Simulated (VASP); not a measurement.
# Ru (P6_3/mmc) in VASP: notebook

The runs below take Ru through single point, with PBEsol.

Everything below comes from runs of VASP 6.6.1. Logs are shortened: lines on timing, memory, paths and dates and some standing lists are left out, and cuts for length are marked.

## Step 1: The cell of the first run

It takes space group P6_3/mmc (No. 194, hexagonal). The conventional cell has a = 2.577 Å, b = 2.577 Å, c = 3.742 Å, α = 90.00°, β = 90.00°, γ = 120.00°. Ru (site symmetry -6m2) has 12 Ru at 2.39 to 2.58 Å within 3.2 Å.

## Step 2: Single point, PBEsol

Contents of INCAR:

```
SYSTEM = Ru
PREC = Accurate
ENCUT = 520
EDIFF = 1E-6
ISMEAR = 0
SIGMA = 0.15
LREAL = .False.
LASPH = .True.
NELM = 100
ALGO = Fast
ISIF = 2
LWAVE = .False.
LCHARG = .False.
GGA = PS
NBANDS = 21
```

Contents of KPOINTS:

```
regular mesh
0
Gamma
  18 18 10
  0 0 0
```

Contents of POSCAR:

```
Ru
1.0
    2.5767000000      0.0000000000      0.0000000000
   -1.2883500000      2.2314876579      0.0000000000
    0.0000000000      0.0000000000      3.7421000000
Ru
2
Direct
    0.3333333333      0.6666666667      0.2500000000
    0.6666666667      0.3333333333      0.7500000000
```

Potentials or basis: VASP PAW PBE potentials, release 64 (Ru_pv).

Command:

```sh
$ cat potpaw_PBE.64/Ru_pv/POTCAR > POTCAR
$ mpirun -np 1 vasp_std > vasp.out
```

OUTCAR:

```text
SYSTEM = Ru
   PREC = Accurate
   ENCUT = 520
   EDIFF = 1E-6
   ISMEAR = 0
   LREAL = .False.
   LASPH = .True.
   NELM = 100
   ISIF = 2
   GGA = PS

 ion  position               nearest neighbor table
   1  0.333  0.667  0.250-   2 2.39   2 2.39   2 2.39   2 2.39   2 2.39   2 2.39
   2  0.667  0.333  0.750-   1 2.39   1 2.39   1 2.39   1 2.39   1 2.39   1 2.39

  LATTYP: Found a hexagonal cell.
 ALAT       =     2.5767000000
 C/A-ratio  =     1.4522839291

  Lattice vectors:

 A1 = (   2.5767000000,   0.0000000000,   0.0000000000)
 A2 = (  -1.2883500000,   2.2314876579,   0.0000000000)
 A3 = (   0.0000000000,   0.0000000000,   3.7421000000)

Analysis of symmetry for initial positions (statically):
=====================================================================
 Subroutine PRICEL returns:
 Original cell was already a primitive cell.

 Routine SETGRP: Setting up the symmetry group for a
 hexagonal supercell.

 Subroutine GETGRP returns: Found 24 space group operations
 (whereof 12 operations were pure point group operations)
 out of a pool of 24 trial point group operations.

The static configuration has the point symmetry D_3d.
 The point group associated with its full space group is D_6h.

Analysis of symmetry for dynamics (positions and initial velocities):
=====================================================================
 Subroutine PRICEL returns:
 Original cell was already a primitive cell.

 Routine SETGRP: Setting up the symmetry group for a
 hexagonal supercell.

 Subroutine GETGRP returns: Found 24 space group operations
 (whereof 12 operations were pure point group operations)
 out of a pool of 24 trial point group operations.

The dynamic configuration has the point symmetry D_3d.
 The point group associated with its full space group is D_6h.

 Subroutine INISYM returns: Found 24 space group operations
 (whereof 12 operations are pure point group operations),
 and found     1 'primitive' translations

----------------------------------------------------------------------------------------

                                     Primitive cell

  volume of cell :      21.5166

  direct lattice vectors                    reciprocal lattice vectors
     2.576700000  0.000000000  0.000000000     0.388093298  0.224065770  0.000000000
    -1.288350000  2.231487658  0.000000000     0.000000000  0.448131540  0.000000000
     0.000000000  0.000000000  3.742100000     0.000000000  0.000000000  0.267229630

  length of vectors
     2.576700000  2.576700000  3.742100000     0.448131540  0.448131540  0.267229630

  position of ions in fractional coordinates (direct lattice)
     0.333333333  0.666666667  0.250000000
     0.666666667  0.333333333  0.750000000

  ion indices of the primitive-cell ions
   primitive index   ion index
                 1           1
                 2           2

----------------------------------------------------------------------------------------

 KPOINTS: regular mesh

Automatic generation of k-mesh.
 Grid dimensions read from file:
 generate k-points for:   18   18   10

 Generating k-lattice:

  Cartesian coordinates                     Fractional coordinates (reciprocal lattice)
     0.021560739  0.012448098  0.000000000     0.055555556 -0.000000000  0.000000000
     0.000000000  0.024896197  0.000000000     0.000000000  0.055555556  0.000000000
     0.000000000  0.000000000  0.026722963     0.000000000  0.000000000  0.100000000

  Length of vectors
     0.024896197  0.024896197  0.026722963

  Shift w.r.t. Gamma in fractional coordinates (k-lattice)
     0.000000000  0.000000000  0.000000000

 Subroutine IBZKPT returns following result:
 ===========================================

 Found    222 irreducible k-points:

 Following reciprocal coordinates:
            Coordinates               Weight
  0.000000  0.000000  0.000000      1.000000
  0.055556  0.000000  0.000000      6.000000
  0.111111  0.000000  0.000000      6.000000
  0.166667  0.000000  0.000000      6.000000
  0.222222  0.000000  0.000000      6.000000
  0.277778  0.000000  0.000000      6.000000
[... 16 lines left out ...]
  0.333333  0.111111  0.000000     12.000000
  0.388889  0.111111  0.000000     12.000000
 [... further k-points ...]
   k-points           NKPTS =    222   k-points in BZ     NKDIM =    222   number of bands    NBANDS=     21
   number of dos      NEDOS =    301   number of ions     NIONS =      2
   total plane-waves  NPLWV =  11200
   dimension x,y,z NGX =    20 NGY =   20 NGZ =   28
   dimension x,y,z NGXF=    40 NGYF=   40 NGZF=   56
   ions per type =               2
   NGX,Y,Z   is equivalent  to a cutoff of  12.90, 12.90, 12.44 a.u.
   NGXF,Y,Z  is equivalent  to a cutoff of  25.81, 25.81, 24.88 a.u.
 SYSTEM =  Ru
   PREC   = accura    normal or accurate (medium, high low for compatibility)
   ISTART =      0    job   : 0-new  1-cont  2-samecut
   ICHARG =      2    charge: 1-file 2-atom 10-const
   ISPIN  =      1    spin polarized calculation?
   LNONCOLLINEAR =      F non collinear calculations
   LSORBIT =      F    spin-orbit coupling
   LASPH  =      T    aspherical Exc in radial PAW
   ENCUT  =  520.0 eV  38.22 Ry    6.18 a.u.   4.79  4.79  6.96*2*pi/ulx,y,z
   NELM   =    100;   NELMIN=  2; NELMDL= -5     # of ELM steps
   EDIFF  = 0.1E-05   stopping-criterion for ELM
   LREAL  =      F    real-space projection
   EDIFFG = 0.1E-04   stopping-criterion for IOM
   NSW    =      0    number of steps for IOM
   IBRION =     -1    ionic relax: 0-MD 1-quasi-New 2-CG
   NFREE  =      0    steps in history (QN), initial steepest desc. (CG)
   ISIF   =      2    stress and relaxation
   ISYM   =      2    0-nonsym 1-usesym 2-fastsym
   POTIM  = 0.5000    time-step for ionic-motion
   TEBEG  =    0.0;   TEEND  =   0.0 temperature during run
   PSTRESS=    0.0 pullay stress
   NELECT =      28.0000    total number of electrons
   NUPDOWN=      -1.0000    fix difference up-down
   EMIN   =  10.00;   EMAX   =-10.00  energy-range for DOS
   EFERMI =   0.00;   METHOD = LEGACY
   ISMEAR =     0;   SIGMA  =   0.15  broadening in eV -4-tet -1-fermi 0-gaus
   EFERMI_NEDOS =   21; number of points for ismear=-14 and -15
   IALGO  =     68    algorithm
   IMIX   =      4    mixing-type and parameters
     AMIX     =   0.40;   BMIX     =  1.00
     AMIX_MAG =   1.60;   BMIX_MAG =  1.00
  volume/ion in A,a.u.               =      10.76        72.60
  Fermi-wavevector in a.u.,A,eV,Ry     =   1.787323  3.377550 43.464108  3.194522
  Thomas-Fermi vector in A             =   2.850725
   LORBIT       =      0    0 simple, 1 ext, 2 COOP (PROOUT), +10 PAW based schemes
   GGA     = PS    functional components
   LHFCALC =     F    Hartree Fock is set to
   AEXX    =    0.0000 exact exchange contribution
   IVDW    =     0    specifies the selected vdW correction
   LEPSILON=     F    determine dielectric tensor
   LRPA    =     F    only Hartree local field effects (RPA)
 non-spin polarized calculation
 RMM-DIIS sequential band-by-band and
 Gauss-broadening in eV      SIGMA  =   0.15
  energy-cutoff  :      520.00
  volume of cell :       21.52
 maximum number of plane-waves:       596
 NGX is ok and might be reduce to    20
   NGX =  9   NGY =  9   NGZ = 13

 number of electron      28.0000008 magnetization

 Free energy of the ion-electron system (eV)
  ---------------------------------------------------
  ext. energy  EPLUGINS =         0.00000000
  ---------------------------------------------------
  free energy    TOTEN  =       -18.37772331 eV

  energy without entropy =      -18.36322250  energy(sigma->0) =      -18.37047290

 E-fermi :  17.5106     XC(G=0): -15.7554

 val. band max:       17.4959865089   @ k =   0.3889   0.2222   0.3000
 cond. band min:      17.5191957196   @ k =   0.1667   0.0000   0.3000
 fundamental gap:      0.0232092107
 Fermi energy:        17.5105696864

 k-point     1 :       0.0000    0.0000    0.0000
  band No.  band energies     occupation
      1     -27.5634      2.00000
      2     -25.6188      2.00000
      3     -25.6188      2.00000
      4     -25.1043      2.00000
      5     -25.1043      2.00000
      6     -24.8154      2.00000
[... 13 lines left out ...]
     20      27.5703      0.00000
     21      31.8104      0.00000

 k-point     2 :       0.0556    0.0000    0.0000
  band No.  band energies     occupation
      1     -27.5416      2.00000
      2     -25.6570      2.00000
      3     -25.6345      2.00000
      4     -25.1455      2.00000
      5     -25.1063      2.00000
      6     -24.8303      2.00000
[... 13 lines left out ...]
     20      27.5703      0.00000
     21      32.0797      0.00000

 k-point     3 :       0.1111    0.0000    0.0000
  band No.  band energies     occupation
      1     -27.4772      2.00000
      2     -25.7670      2.00000
      3     -25.6786      2.00000
      4     -25.2623      2.00000
      5     -25.1130      2.00000
      6     -24.8747      2.00000
[... 13 lines left out ...]
     20      27.5702      0.00000
     21      31.9393      0.00000

 k-point     4 :       0.1667    0.0000    0.0000
  band No.  band energies     occupation
      1     -27.3733      2.00000
      2     -25.9356      2.00000
      3     -25.7434      2.00000
      4     -25.4362      2.00000
      5     -25.1255      2.00000
      6     -24.9477      2.00000
[... 13 lines left out ...]
     20      27.5702      0.00000
     21      31.8865      0.00000

 k-point     5 :       0.2222    0.0000    0.0000
  band No.  band energies     occupation
      1     -27.2356      2.00000
      2     -26.1422      2.00000
      3     -25.8194      2.00000
      4     -25.6419      2.00000
      5     -25.1439      2.00000
      6     -25.0475      2.00000
[... 13 lines left out ...]
     20      27.5700      0.00000
     21      31.6600      0.00000
[... 382 lines left out ...]
     20      29.3834      0.00000
     21      31.3117      0.00000

 k-point    22 :       0.2778    0.1111    0.0000
  band No.  band energies     occupation
      1     -26.8418      2.00000
      2     -26.5431      2.00000
      3     -26.2056      2.00000
      4     -25.8803      2.00000
      5     -25.3521      2.00000
      6     -25.2757      2.00000
[... 13 lines left out ...]
     20      30.9425      0.00000
     21      31.1991      0.00000

 k-point    23 :       0.3333    0.1111    0.0000
  band No.  band energies     occupation
      1     -26.7055      2.00000
      2     -26.6670      2.00000
      3     -26.2610      2.00000
      4     -26.0069      2.00000
      5     -25.4973      2.00000
      6     -25.3027      2.00000
[... 13 lines left out ...]
     20      28.4874      0.00000
     21      31.0937      0.00000

 k-point    24 :       0.3889    0.1111    0.0000
  band No.  band energies     occupation
      1     -26.8109      2.00000
      2     -26.5227      2.00000
      3     -26.2868      2.00000
      4     -26.0984      2.00000
      5     -25.6222      2.00000
      6     -25.3202      2.00000
[... 13 lines left out ...]
     20      27.5709      0.00000
     21      30.4118      0.00000

 [... further k-points ...]
[... 5 lines left out ...]
  --------------------------------------------------------------------------------------
  -------------------------------------------------------------------------------------
  Total       13.7886364     13.7886364     25.0521878      0.0000000      0.0000000      0.0000000
  in kB     1026.7345281   1026.7345281   1865.4452427      0.0000000      0.0000000      0.0000000
  external PRESSURE =    1306.3047663 kB  Pullay stress =       0.0000000 kB

 VOLUME and BASIS-vectors are now :
 -----------------------------------------------------------------------------
  energy-cutoff  :      520.00
  volume of cell :       21.52
      direct lattice vectors                 reciprocal lattice vectors
     2.576700000  0.000000000  0.000000000     0.388093298  0.224065770  0.000000000
    -1.288350000  2.231487658  0.000000000     0.000000000  0.448131540  0.000000000
     0.000000000  0.000000000  3.742100000     0.000000000  0.000000000  0.267229630

 POSITION                                       TOTAL-FORCE (eV/Angst)
 -----------------------------------------------------------------------------------
     -0.00000      1.48766      0.93553         0.000000      0.000000      0.000000
      1.28835      0.74383      2.80658        -0.000000     -0.000000      0.000000
 -----------------------------------------------------------------------------------
    total drift:                               -0.000000      0.000000     -0.000000

  FREE ENERGIE OF THE ION-ELECTRON SYSTEM (eV)
  ---------------------------------------------------
  free  energy   TOTEN  =       -18.3777233083 eV

  energy  without entropy=      -18.3632224965  energy(sigma->0) =      -18.37047290
```

Wall time 54 s (1 thread of Intel Xeon Platinum 8488C (Sapphire Rapids), shared host); peak memory 0.19 GiB.

Results:

| Quantity | Value |
| --- | --- |
| Free energy | -18.3777 eV |
| Pressure | 130.6 GPa |
| Band gap on the k mesh | zero (band 14 reaches 19.33 eV, above the bottom of band 15 at 15.01 eV) |

Stress tensor (GPa, compression positive):
```
102.67   0.00   0.00
  0.00 102.67   0.00
  0.00   0.00 186.54
```

Caveat: the PAW data sets were made with another functional, which shifts forces and pressure a little.

(Part 1 of 2 ends here.)
